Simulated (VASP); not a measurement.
# BaTe (Fm-3m) in VASP: notebook

BaTe is run at these levels: PBEsol; tasks: single point.

Everything below comes from runs of VASP 6.6.1. Logs are shortened: lines on timing, memory, paths and dates and some standing lists are left out, and cuts for length are marked.

### Step 1. The cell of the first run

The structure is cubic, space group Fm-3m (No. 225). Conventional cell: a = 6.843 Å, b = 6.843 Å, c = 6.843 Å, α = 90.00°, β = 90.00°, γ = 90.00°. Ba (site symmetry m-3m) has 6 Te at 3.42 Å within 4.5 Å. Within 4.5 Å of Te (site symmetry m-3m) lie 6 Ba at 3.42 Å.

### Step 2. Single point, PBEsol (40.05 Å³/atom)

Contents of INCAR:

```
ALGO = Normal ; EDIFF = 1E-7
ENCUT = 520 ; GGA = PS
ISIF = 2 ; ISMEAR = -1
LASPH = T ; LCHARG = F
LREAL = F ; LWAVE = F
NBANDS = 15 ; NELM = 100
PREC = Accurate ; SIGMA = 0.05
```

Contents of KPOINTS:

```
k-points
0
Gamma
  10 10 10
```

Contents of POSCAR:

```
BaTe
1.0
    0.0000000000      3.4213289869      3.4213289869
    3.4213289869      0.0000000000      3.4213289869
    3.4213289869      3.4213289869      0.0000000000
Ba Te
1 1
Direct
    0.0000000000      0.0000000000      0.0000000000
    0.5000000000      0.5000000000      0.5000000000
```

Potentials or basis: VASP PAW PBE potentials, release 64 (Ba_sv, Te).

Run with:

```
$ cat potpaw_PBE.64/Ba_sv/POTCAR potpaw_PBE.64/Te/POTCAR > POTCAR
$ mpirun -np 1 vasp_std > vasp.out
```

OUTCAR:

```text
EDIFF = 1E-7
   ENCUT = 520
   GGA = PS
   ISIF = 2
   ISMEAR = -1
   LASPH = T
   LREAL = F
   NELM = 100
   PREC = Accurate

 ion  position               nearest neighbor table
   1  0.000  0.000  0.000-   2 3.42   2 3.42   2 3.42   2 3.42   2 3.42   2 3.42
   2  0.500  0.500  0.500-   1 3.42   1 3.42   1 3.42   1 3.42   1 3.42   1 3.42

  LATTYP: Found a face centered cubic cell.
 ALAT       =     6.8426579738

  Lattice vectors:

 A1 = (   0.0000000000,   3.4213289869,   3.4213289869)
 A2 = (   3.4213289869,   0.0000000000,   3.4213289869)
 A3 = (   3.4213289869,   3.4213289869,   0.0000000000)

Analysis of symmetry for initial positions (statically):
=====================================================================
 Subroutine PRICEL returns:
 Original cell was already a primitive cell.

 Routine SETGRP: Setting up the symmetry group for a
 face centered cubic supercell.

 Subroutine GETGRP returns: Found 48 space group operations
 (whereof 48 operations were pure point group operations)
 out of a pool of 48 trial point group operations.

The static configuration has the point symmetry O_h .

Analysis of symmetry for dynamics (positions and initial velocities):
=====================================================================
 Subroutine PRICEL returns:
 Original cell was already a primitive cell.

 Routine SETGRP: Setting up the symmetry group for a
 face centered cubic supercell.

 Subroutine GETGRP returns: Found 48 space group operations
 (whereof 48 operations were pure point group operations)
 out of a pool of 48 trial point group operations.

The dynamic configuration has the point symmetry O_h .

 Subroutine INISYM returns: Found 48 space group operations
 (whereof 48 operations are pure point group operations),
 and found     1 'primitive' translations

----------------------------------------------------------------------------------------

                                     Primitive cell

  volume of cell :      80.0967

  direct lattice vectors                    reciprocal lattice vectors
     0.000000000  3.421328987  3.421328987    -0.146142041  0.146142041  0.146142041
     3.421328987  0.000000000  3.421328987     0.146142041 -0.146142041  0.146142041
     3.421328987  3.421328987  0.000000000     0.146142041  0.146142041 -0.146142041

  length of vectors
     4.838489855  4.838489855  4.838489855     0.253125440  0.253125440  0.253125440

  position of ions in fractional coordinates (direct lattice)
     0.000000000  0.000000000  0.000000000
     0.500000000  0.500000000  0.500000000

  ion indices of the primitive-cell ions
   primitive index   ion index
                 1           1
                 2           2

----------------------------------------------------------------------------------------

 KPOINTS: k-points

Automatic generation of k-mesh.
 Grid dimensions read from file:
 generate k-points for:   10   10   10

 Generating k-lattice:

  Cartesian coordinates                     Fractional coordinates (reciprocal lattice)
    -0.014614204  0.014614204  0.014614204     0.100000000  0.000000000  0.000000000
     0.014614204 -0.014614204  0.014614204     0.000000000  0.100000000  0.000000000
     0.014614204  0.014614204 -0.014614204     0.000000000  0.000000000  0.100000000

  Length of vectors
     0.025312544  0.025312544  0.025312544

  Shift w.r.t. Gamma in fractional coordinates (k-lattice)
     0.000000000  0.000000000  0.000000000

 Subroutine IBZKPT returns following result:
 ===========================================

 Found     47 irreducible k-points:

 Following reciprocal coordinates:
            Coordinates               Weight
  0.000000  0.000000  0.000000      1.000000
  0.100000  0.000000  0.000000      8.000000
  0.200000  0.000000  0.000000      8.000000
  0.300000  0.000000  0.000000      8.000000
  0.400000  0.000000  0.000000      8.000000
  0.500000  0.000000  0.000000      4.000000
[... 16 lines left out ...]
  0.300000  0.300000  0.000000      6.000000
  0.400000  0.300000  0.000000     24.000000
 [... further k-points ...]
   k-points           NKPTS =     47   k-points in BZ     NKDIM =     47   number of bands    NBANDS=     15
   number of dos      NEDOS =    301   number of ions     NIONS =      2
   total plane-waves  NPLWV =  46656
   dimension x,y,z NGX =    36 NGY =   36 NGZ =   36
   dimension x,y,z NGXF=    72 NGYF=   72 NGZF=   72
   ions per type =               1   1
   NGX,Y,Z   is equivalent  to a cutoff of  12.37, 12.37, 12.37 a.u.
   NGXF,Y,Z  is equivalent  to a cutoff of  24.74, 24.74, 24.74 a.u.
 SYSTEM =  unknown system
   PREC   = accura    normal or accurate (medium, high low for compatibility)
   ISTART =      0    job   : 0-new  1-cont  2-samecut
   ICHARG =      2    charge: 1-file 2-atom 10-const
   ISPIN  =      1    spin polarized calculation?
   LNONCOLLINEAR =      F non collinear calculations
   LSORBIT =      F    spin-orbit coupling
   LASPH  =      T    aspherical Exc in radial PAW
   ENCUT  =  520.0 eV  38.22 Ry    6.18 a.u.   9.00  9.00  9.00*2*pi/ulx,y,z
   NELM   =    100;   NELMIN=  2; NELMDL= -5     # of ELM steps
   EDIFF  = 0.1E-06   stopping-criterion for ELM
   LREAL  =      F    real-space projection
   EDIFFG = 0.1E-05   stopping-criterion for IOM
   NSW    =      0    number of steps for IOM
   IBRION =     -1    ionic relax: 0-MD 1-quasi-New 2-CG
   NFREE  =      0    steps in history (QN), initial steepest desc. (CG)
   ISIF   =      2    stress and relaxation
   ISYM   =      2    0-nonsym 1-usesym 2-fastsym
   POTIM  = 0.5000    time-step for ionic-motion
   TEBEG  =    0.0;   TEEND  =   0.0 temperature during run
   PSTRESS=    0.0 pullay stress
   NELECT =      16.0000    total number of electrons
   NUPDOWN=      -1.0000    fix difference up-down
   EMIN   =  10.00;   EMAX   =-10.00  energy-range for DOS
   EFERMI =   0.00;   METHOD = LEGACY
   ISMEAR =    -1;   SIGMA  =   0.05  broadening in eV -4-tet -1-fermi 0-gaus
   EFERMI_NEDOS =   21; number of points for ismear=-14 and -15
   IALGO  =     38    algorithm
   IMIX   =      4    mixing-type and parameters
     AMIX     =   0.40;   BMIX     =  1.00
     AMIX_MAG =   1.60;   BMIX_MAG =  1.00
  volume/ion in A,a.u.               =      40.05       270.26
  Fermi-wavevector in a.u.,A,eV,Ry     =   0.956996  1.808460 12.460770  0.915841
  Thomas-Fermi vector in A             =   2.085974
   LORBIT       =      0    0 simple, 1 ext, 2 COOP (PROOUT), +10 PAW based schemes
   GGA     = PS    functional components
   LHFCALC =     F    Hartree Fock is set to
   AEXX    =    0.0000 exact exchange contribution
   IVDW    =     0    specifies the selected vdW correction
   LEPSILON=     F    determine dielectric tensor
   LRPA    =     F    only Hartree local field effects (RPA)
 non-spin polarized calculation
  energy-cutoff  :      520.00
  volume of cell :       80.10
 maximum number of plane-waves:      2182
   NGX = 17   NGY = 17   NGZ = 17

 number of electron      16.0000000 magnetization

 Free energy of the ion-electron system (eV)
  ---------------------------------------------------
  ext. energy  EPLUGINS =         0.00000000
  ---------------------------------------------------
  free energy    TOTEN  =        -9.16570162 eV

  energy without entropy =       -9.16570158  energy(sigma->0) =       -9.16570160

 E-fermi :   3.2399     XC(G=0):  -8.6876

 val. band max:        2.6011049894   @ k =   0.0000   0.0000   0.0000
 cond. band min:       3.8652721574   @ k =   0.5000   0.5000   0.0000
 fundamental gap:      1.2641671681
 Fermi energy:         3.2399150236

 k-point     1 :       0.0000    0.0000    0.0000
  band No.  band energies     occupation
      1     -24.2144      2.00000
      2      -9.3713      2.00000
      3      -9.3713      2.00000
      4      -9.3713      2.00000
      5      -7.1387      2.00000
      6       2.6011      1.99999
      7       2.6011      1.99999
      8       2.6011      1.99999
      9       5.4100      0.00000
     10       5.4100      0.00000
     11       5.4100      0.00000
     12       5.6264      0.00000
     13       6.1321      0.00000
     14       6.1321      0.00000
     15       9.4327      0.00000

 k-point     2 :       0.1000    0.0000    0.0000
  band No.  band energies     occupation
      1     -24.2125      2.00000
      2      -9.4456      2.00000
      3      -9.3727      2.00000
      4      -9.3727      2.00000
      5      -7.0328      2.00000
      6       2.2023      2.00000
      7       2.4125      2.00000
      8       2.4125      2.00000
      9       5.4368      0.00000
     10       5.5504      0.00000
     11       5.5504      0.00000
     12       6.1053      0.00000
     13       6.4633      0.00000
     14       6.4633      0.00000
     15       9.7900      0.00000

 k-point     3 :       0.2000    0.0000    0.0000
  band No.  band energies     occupation
      1     -24.2076      2.00000
      2      -9.6165      2.00000
      3      -9.3762      2.00000
      4      -9.3762      2.00000
      5      -6.7756      2.00000
      6       1.4501      2.00000
      7       2.0199      2.00000
      8       2.0199      2.00000
      9       5.5230      0.00000
     10       5.9266      0.00000
     11       5.9266      0.00000
     12       7.1354      0.00000
     13       7.3105      0.00000
     14       7.3105      0.00000
     15      10.6848      0.00000
[... 343 lines left out ...]
 k-point    23 :       0.3000    0.3000    0.0000
  band No.  band energies     occupation
      1     -24.1972      2.00000
      2      -9.6635      2.00000
      3      -9.4456      2.00000
      4      -9.4456      2.00000
      5      -6.7192      2.00000
      6       0.8895      2.00000
      7       2.2288      2.00000
      8       2.2288      2.00000
      9       4.2582      0.00000
     10       6.7168      0.00000
     11       6.7564      0.00000
     12       7.7446      0.00000
     13       7.7446      0.00000
     14      10.3309      0.00000
     15      11.0640      0.00000

 k-point    24 :       0.4000    0.3000    0.0000
  band No.  band energies     occupation
      1     -24.1933      2.00000
      2      -9.6948      2.00000
      3      -9.4678      2.00000
      4      -9.4559      2.00000
      5      -6.7113      2.00000
      6       0.9783      2.00000
      7       1.9988      2.00000
      8       2.1048      2.00000
      9       4.3203      0.00000
     10       7.1009      0.00000
     11       7.2655      0.00000
     12       8.1312      0.00000
     13       8.1555      0.00000
     14       9.4411      0.00000
     15      10.8203      0.00000

 [... further k-points ...]
[... 5 lines left out ...]
  --------------------------------------------------------------------------------------
  -------------------------------------------------------------------------------------
  Total        0.9806734      0.9806734      0.9806734      0.0000000     -0.0000000     -0.0000000
  in kB       19.6164524     19.6164524     19.6164524      0.0000000     -0.0000000     -0.0000000
  external PRESSURE =      19.6164524 kB  Pullay stress =       0.0000000 kB

 VOLUME and BASIS-vectors are now :
 -----------------------------------------------------------------------------
  energy-cutoff  :      520.00
  volume of cell :       80.10
      direct lattice vectors                 reciprocal lattice vectors
     0.000000000  3.421328987  3.421328987    -0.146142041  0.146142041  0.146142041
     3.421328987  0.000000000  3.421328987     0.146142041 -0.146142041  0.146142041
     3.421328987  3.421328987  0.000000000     0.146142041  0.146142041 -0.146142041

 POSITION                                       TOTAL-FORCE (eV/Angst)
 -----------------------------------------------------------------------------------
      0.00000      0.00000      0.00000        -0.000000      0.000000     -0.000000
      3.42133      3.42133      3.42133         0.000000     -0.000000      0.000000
 -----------------------------------------------------------------------------------
    total drift:                                0.000000      0.000000      0.000000

  FREE ENERGIE OF THE ION-ELECTRON SYSTEM (eV)
  ---------------------------------------------------
  free  energy   TOTEN  =        -9.1657016201 eV

  energy  without entropy=       -9.1657015780  energy(sigma->0) =       -9.16570160
```

Run time: 34 s. Hardware: 1 thread of Intel Xeon Platinum 8488C (Sapphire Rapids), shared host; peak memory 0.23 GiB.

What came out:

* Free energy: -9.1657 eV
* Pressure: 2.0 GPa
* Band gap on the k mesh: 1.26 eV (least direct gap 1.65 eV)

Levels at points of the mesh, in eV from the valence-band top:
| k point | band 5 | band 6 | band 7 | band 8 | band 9 | band 10 | band 11 | band 12 |
| --- | --- | --- | --- | --- | --- | --- | --- | --- |
| (0.00, 0.00, 0.00) | -9.74 | 0.00 | 0.00 | 0.00 | 2.81 | 2.81 | 2.81 | 3.03 |
| (0.50, 0.00, 0.00) | -8.77 | -2.48 | -1.29 | -1.29 | 4.16 | 4.86 | 4.99 | 4.99 |
| (0.50, 0.50, 0.00) | -9.51 | -1.17 | -0.39 | -0.39 | 1.26 | 4.52 | 4.84 | 5.88 |

Caveat: the PAW data sets were made with another functional, which shifts forces and pressure a little; spin-orbit coupling is left out, which moves the levels of the heavy elements. A k mesh can miss the band edges.

[end of part 1 of 2]
